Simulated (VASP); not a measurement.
# SnO2 (P4_2/mnm) in VASP: relaxation of cell and atoms with r2SCAN

Aim: the relaxation of cell and atoms of SnO2 with r2SCAN.

Program: VASP 6.6.1. These are calculated values, not measurements. Logs are shortened: lines on timing, memory, paths and dates and some standing lists are left out, and cuts for length are marked.

## (1) The cell of the first run

Symmetry: P4_2/mnm, No. 136, tetragonal system. Conventional cell: a = 4.827 Å, b = 4.827 Å, c = 3.238 Å, α = 90.00°, β = 90.00°, γ = 90.00°. Within 2.8 Å of Sn (site symmetry mmm) lie 6 O at 2.09 Å. O (site symmetry m2m) has 3 Sn at 2.09 Å and 1 O at 2.64 Å within 2.8 Å.

## (2) Relaxation of cell and atoms, r2SCAN

Contents of POSCAR:

```
SnO2
1.0
    4.8271899938      0.0000000000      0.0000000000
    0.0000000000      4.8271899938      0.0000000000
    0.0000000000      0.0000000000      3.2381523545
Sn O
2 4
Direct
    0.5000000000      0.5000000000      0.5000000000
    0.0000000000      0.0000000000      0.0000000000
    0.1934234794      0.8065765206      0.5000000000
    0.8065765206      0.1934234794      0.5000000000
    0.3065765206      0.3065765206      0.0000000000
    0.6934234794      0.6934234794      0.0000000000
```

Contents of INCAR.step1:

```
  PREC = Accurate
  ENCUT = 600
  ISMEAR = -1
  SIGMA = 0.02
  LREAL = F
  LASPH = T
  NELM = 60
  GGA = PE
  ALGO = Normal
  EDIFF = 1E-4
  LWAVE = T
  LCHARG = F
```

Contents of INCAR.step2:

```
  PREC = Accurate
  ENCUT = 600
  EDIFF = 1E-6
  ISMEAR = -1
  SIGMA = 0.02
  LREAL = F
  LASPH = T
  NELM = 60
  ALGO = Normal
  ISIF = 3
  LWAVE = F
  LCHARG = F
  METAGGA = R2SCAN
  LMIXTAU = T
  IBRION = 2
  NSW = 80
  EDIFFG = -0.005
  ISTART = 1
```

Contents of KPOINTS:

```
Automatic mesh
0
Gamma
  6 6 8
```

Potentials or basis: VASP PAW PBE potentials, release 64 (Sn_d, O).

Started as:

```bash
$ cat potpaw_PBE.64/Sn_d/POTCAR potpaw_PBE.64/O/POTCAR > POTCAR
$ cp INCAR.step1 INCAR
$ mpirun -np 1 vasp_std > vasp.out
$ cp INCAR.step2 INCAR
$ mpirun -np 1 vasp_std > vasp.out
```

OUTCAR:

```text
PREC = Accurate
   ENCUT = 600
   EDIFF = 1E-6
   ISMEAR = -1
   LREAL = F
   LASPH = T
   NELM = 60
   ISIF = 3
   METAGGA = R2SCAN
   IBRION = 2
   NSW = 80
   EDIFFG = -0.005
   ISTART = 1

 ion  position               nearest neighbor table
   1  0.500  0.500  0.500-   5 2.09   6 2.09   5 2.09   6 2.09   3 2.09   4 2.09
   2  0.000  0.000  0.000-   3 2.09   4 2.09   3 2.09   4 2.09   5 2.09   6 2.09
   3  0.193  0.807  0.500-   2 2.09   2 2.09   1 2.09
   4  0.807  0.193  0.500-   2 2.09   2 2.09   1 2.09
   5  0.307  0.307  0.000-   1 2.09   1 2.09   2 2.09
   6  0.693  0.693  0.000-   1 2.09   1 2.09   2 2.09

  LATTYP: Found a simple tetragonal cell.
 ALAT       =     4.8271899938
 C/A-ratio  =     0.6708151862

  Lattice vectors:

 A1 = (   4.8271899938,   0.0000000000,   0.0000000000)
 A2 = (   0.0000000000,   4.8271899938,   0.0000000000)
 A3 = (   0.0000000000,   0.0000000000,   3.2381523545)

Analysis of symmetry for initial positions (statically):
=====================================================================
 Subroutine PRICEL returns:
 Original cell was already a primitive cell.

 Routine SETGRP: Setting up the symmetry group for a
 simple tetragonal supercell.

 Subroutine GETGRP returns: Found 16 space group operations
 (whereof  8 operations were pure point group operations)
 out of a pool of 16 trial point group operations.

The static configuration has the point symmetry D_2h.
 The point group associated with its full space group is D_4h.

Analysis of symmetry for dynamics (positions and initial velocities):
=====================================================================
 Subroutine PRICEL returns:
 Original cell was already a primitive cell.

 Routine SETGRP: Setting up the symmetry group for a
 simple tetragonal supercell.

 Subroutine GETGRP returns: Found 16 space group operations
 (whereof  8 operations were pure point group operations)
 out of a pool of 16 trial point group operations.

The dynamic configuration has the point symmetry D_2h.
 The point group associated with its full space group is D_4h.

 Subroutine INISYM returns: Found 16 space group operations
 (whereof  8 operations are pure point group operations),
 and found     1 'primitive' translations

----------------------------------------------------------------------------------------

                                     Primitive cell

  volume of cell :      75.4547

  direct lattice vectors                    reciprocal lattice vectors
     4.827189994  0.000000000  0.000000000     0.207159859  0.000000000  0.000000000
     0.000000000  4.827189994  0.000000000     0.000000000  0.207159859  0.000000000
     0.000000000  0.000000000  3.238152354     0.000000000  0.000000000  0.308818082

  length of vectors
     4.827189994  4.827189994  3.238152354     0.207159859  0.207159859  0.308818082

  position of ions in fractional coordinates (direct lattice)
     0.500000000  0.500000000  0.500000000
     0.000000000  0.000000000  0.000000000
     0.193423479  0.806576521  0.500000000
     0.806576521  0.193423479  0.500000000
     0.306576521  0.306576521  0.000000000
     0.693423479  0.693423479  0.000000000

  ion indices of the primitive-cell ions
   primitive index   ion index
                 1           1
                 2           2
                 3           3
                 4           4
                 5           5
                 6           6

----------------------------------------------------------------------------------------

 KPOINTS: Automatic mesh

Automatic generation of k-mesh.
 Grid dimensions read from file:
 generate k-points for:    6    6    8

 Generating k-lattice:

  Cartesian coordinates                     Fractional coordinates (reciprocal lattice)
     0.034526643  0.000000000  0.000000000     0.166666667  0.000000000  0.000000000
     0.000000000  0.034526643  0.000000000     0.000000000  0.166666667  0.000000000
     0.000000000  0.000000000  0.038602260     0.000000000  0.000000000  0.125000000

  Length of vectors
     0.034526643  0.034526643  0.038602260

  Shift w.r.t. Gamma in fractional coordinates (k-lattice)
     0.000000000  0.000000000  0.000000000

 Subroutine IBZKPT returns following result:
 ===========================================

 Found     50 irreducible k-points:

 Following reciprocal coordinates:
            Coordinates               Weight
  0.000000  0.000000  0.000000      1.000000
  0.166667  0.000000  0.000000      4.000000
  0.333333  0.000000  0.000000      4.000000
  0.500000  0.000000  0.000000      2.000000
  0.166667  0.166667  0.000000      4.000000
  0.333333  0.166667  0.000000      8.000000
[... 16 lines left out ...]
  0.333333  0.000000  0.250000      8.000000
  0.500000  0.000000  0.250000      4.000000
 [... further k-points ...]
   k-points           NKPTS =     50   k-points in BZ     NKDIM =     50   number of bands    NBANDS=     31
   number of dos      NEDOS =    301   number of ions     NIONS =      6
   total plane-waves  NPLWV =  44800
   dimension x,y,z NGX =    40 NGY =   40 NGZ =   28
   dimension x,y,z NGXF=    80 NGYF=   80 NGZF=   56
   ions per type =               2   4
   NGX,Y,Z   is equivalent  to a cutoff of  13.78, 13.78, 14.38 a.u.
   NGXF,Y,Z  is equivalent  to a cutoff of  27.55, 27.55, 28.75 a.u.
 SYSTEM =  unknown system
   PREC   = accura    normal or accurate (medium, high low for compatibility)
   ISTART =      1    job   : 0-new  1-cont  2-samecut
   ICHARG =      0    charge: 1-file 2-atom 10-const
   ISPIN  =      1    spin polarized calculation?
   LNONCOLLINEAR =      F non collinear calculations
   LSORBIT =      F    spin-orbit coupling
   LASPH  =      T    aspherical Exc in radial PAW
   ENCUT  =  600.0 eV  44.10 Ry    6.64 a.u.   9.64  9.64  6.47*2*pi/ulx,y,z
   NELM   =     60;   NELMIN=  2; NELMDL=  0     # of ELM steps
   EDIFF  = 0.1E-05   stopping-criterion for ELM
   LREAL  =      F    real-space projection
   EDIFFG = -.5E-02   stopping-criterion for IOM
   NSW    =     80    number of steps for IOM
   IBRION =      2    ionic relax: 0-MD 1-quasi-New 2-CG
   NFREE  =      1    steps in history (QN), initial steepest desc. (CG)
   ISIF   =      3    stress and relaxation
   ISYM   =      2    0-nonsym 1-usesym 2-fastsym
   POTIM  = 0.5000    time-step for ionic-motion
   TEBEG  =    0.0;   TEEND  =   0.0 temperature during run
   PSTRESS=    0.0 pullay stress
   NELECT =      52.0000    total number of electrons
   NUPDOWN=      -1.0000    fix difference up-down
   EMIN   =  10.00;   EMAX   =-10.00  energy-range for DOS
   EFERMI =   0.00;   METHOD = LEGACY
   ISMEAR =    -1;   SIGMA  =   0.02  broadening in eV -4-tet -1-fermi 0-gaus
   EFERMI_NEDOS =   21; number of points for ismear=-14 and -15
   IALGO  =     38    algorithm
   IMIX   =      4    mixing-type and parameters
     AMIX     =   0.40;   BMIX     =  1.00
     AMIX_MAG =   1.60;   BMIX_MAG =  1.00
  volume/ion in A,a.u.               =      12.58        84.87
  Fermi-wavevector in a.u.,A,eV,Ry     =   1.446041  2.732621 28.450250  2.091034
  Thomas-Fermi vector in A             =   2.564155
   LORBIT       =      0    0 simple, 1 ext, 2 COOP (PROOUT), +10 PAW based schemes
   METAGGA = R2SCAN    functional components
   LHFCALC =     F    Hartree Fock is set to
   AEXX    =    0.0000 exact exchange contribution
   IVDW    =     0    specifies the selected vdW correction
   LEPSILON=     F    determine dielectric tensor
   LRPA    =     F    only Hartree local field effects (RPA)
 conjugate gradient relaxation of ions
 non-spin polarized calculation
  energy-cutoff  :      600.00
  volume of cell :       75.45
 maximum number of plane-waves:      2557
 NGX is ok and might be reduce to    40
   NGX = 19   NGY = 19   NGZ = 13

--------------------------------------- Ionic step        1  -------------------------------------------

 number of electron      52.0000001 magnetization

 Free energy of the ion-electron system (eV)
  ---------------------------------------------------
  ext. energy  EPLUGINS =         0.00000000
  ---------------------------------------------------
  free energy    TOTEN  =       -84.59535673 eV

  energy without entropy =      -84.59535673  energy(sigma->0) =      -84.59535673

------------------------ aborting loop because EDIFF is reached ----------------------------------------

  FORCE on cell =-STRESS in cart. coord.  units (eV):
  Direction    XX          YY          ZZ          XY          YZ          ZX
  --------------------------------------------------------------------------------------
  -------------------------------------------------------------------------------------
  Total       -3.0527499     -3.0527499     -3.5654406     -0.0000000      0.0000000      0.0000000
  in kB      -64.8210025    -64.8210025    -75.7072951     -0.0000000      0.0000000      0.0000000
  external PRESSURE =     -68.4497667 kB  Pullay stress =       0.0000000 kB
[... 305 lines left out ...]
  energy  without entropy=      -84.6532783718  energy(sigma->0) =      -84.65327837

--------------------------------------- Ionic step        9  -------------------------------------------

 number of electron      52.0000006 magnetization

 Free energy of the ion-electron system (eV)
  ---------------------------------------------------
  ext. energy  EPLUGINS =         0.00000000
  ---------------------------------------------------
  free energy    TOTEN  =       -84.65328542 eV

  energy without entropy =      -84.65328542  energy(sigma->0) =      -84.65328542

 E-fermi :   5.8987     XC(G=0): -11.9468

 val. band max:        5.5109710398   @ k =   0.0000   0.0000   0.0000
 cond. band min:       7.2555703747   @ k =   0.0000   0.0000   0.0000
 fundamental gap:      1.7445993350
 Fermi energy:         5.8987115363

 k-point     1 :       0.0000    0.0000    0.0000
  band No.  band energies     occupation
      1     -16.2175      2.00000
      2     -15.3090      2.00000
      3     -15.0221      2.00000
      4     -15.0221      2.00000
      5     -15.0011      2.00000
      6     -14.9629      2.00000
[... 805 lines left out ...]
     30      15.0082      0.00000
     31      15.8527      0.00000

 [... further k-points ...]

------------------------ aborting loop because EDIFF is reached ----------------------------------------

  FORCE on cell =-STRESS in cart. coord.  units (eV):
  Direction    XX          YY          ZZ          XY          YZ          ZX
  --------------------------------------------------------------------------------------
  -------------------------------------------------------------------------------------
  Total       -0.0037636     -0.0037636      0.0040080     -0.0000000      0.0000000      0.0000000
  in kB       -0.0828268     -0.0828268      0.0882070     -0.0000000      0.0000000      0.0000000
  external PRESSURE =      -0.0258155 kB  Pullay stress =       0.0000000 kB
[... 21 lines left out ...]
  FREE ENERGIE OF THE ION-ELECTRON SYSTEM (eV)
  ---------------------------------------------------
  free  energy   TOTEN  =       -84.6532854217 eV

  energy  without entropy=      -84.6532854217  energy(sigma->0) =      -84.65328542

 reached required accuracy - stopping structural energy minimisation
```

It took 51 min on 1 thread of Oxide Virtual Turin-like, shared host; peak memory 0.27 GiB.

Results:

* Free energy: -84.6533 eV
* Relaxed volume: 12.13 Å³/atom
* Relaxed cell: a = 4.764 Å, b = 4.764 Å, c = 3.207 Å, α = 90.00°, β = 90.00°, γ = 90.00°
* Space group after relaxing (to 0.1 Å): P4_2/mnm (No. 136)
* Energy gained by relaxing: 9.7 meV/atom
* Ionic steps: 9
* Pressure after relaxing: 0.0 GPa
* Band gap on the k mesh: 1.74 eV

Step by step:
```
step  energy change (eV)  largest force (eV/Å)  pressure (GPa)  volume (Å³)
   1              0.0000                0.0119           -6.84        75.45
   2              0.0515                0.3538           10.88        69.74
   3             -0.0554                0.1281           -0.17        72.98
   4             -0.0554                0.1311           -0.03        72.94
   5             -0.0579                0.0049            0.05        72.78
   6             -0.0579                0.0086            0.07        72.78
   7             -0.0579                0.0067           -0.11        72.83
   8             -0.0579                0.0072           -0.06        72.82
   9             -0.0579                0.0000            0.00        72.80
```

Final structure:
```xyz
6
Lattice="4.7643 0.0000 0.0000 0.0000 4.7643 0.0000 0.0000 0.0000 3.2073" Properties=species:S:1:pos:R:3 pbc="T T T"
Sn    2.3822    2.3822    1.6037
Sn    0.0000    0.0000    3.2073
O     0.9249    3.8394    1.6037
O     3.8394    0.9249    1.6037
O     1.4572    1.4572    0.0000
O     3.3071    3.3071    3.2073
```

Caveat: the PAW data sets were made with another functional, which shifts forces and pressure a little; spin-orbit coupling is left out, which moves the levels of the heavy elements.
